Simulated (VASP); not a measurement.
Input of a VASP 6.6.1 run:

File INCAR:

```
  PREC = Accurate
  ENCUT = 520
  EDIFF = 1E-7
  ISMEAR = -1
  SIGMA = 0.05
  LREAL = False
  LASPH = True
  NELM = 80
  ALGO = Normal
  ISIF = 2
  LWAVE = False
  LCHARG = False
  GGA = PS
  NBANDS = 28
```

The input KPOINTS:

```
regular mesh
0
Gamma
  10 10 3
```

File POSCAR:

```
Ti3Al
1.0
    2.8952284920      0.0000000000      0.0000000000
   -1.4476142460      2.5073414239      0.0000000000
    0.0000000000      0.0000000000      9.1453187233
Ti Al
3 1
Direct
    0.3333333333      0.6666666667      0.2486630244
    0.3333333333      0.6666666667      0.7513369756
    0.6666666667      0.3333333333      0.0000000000
    0.6666666667      0.3333333333      0.5000000000
```

Potentials or basis: VASP PAW PBE potentials, release 64 (Ti_sv, Al).

Run with:

```bash
$ cat potpaw_PBE.64/Ti_sv/POTCAR potpaw_PBE.64/Al/POTCAR > POTCAR
$ mpirun -np 1 vasp_std > vasp.out
```

Predict the pressure.

-0.2 GPa.

Estimate the largest force.

0.013 eV/Å.

Forces in eV/Å, atoms in the order of the input:
```
Ti   0.000  0.000 -0.013
Ti   0.000  0.000  0.013
Ti   0.000  0.000  0.000
Al   0.000  0.000  0.000
```

Caveat: the PAW data sets were made with another functional, which shifts forces and pressure a little.
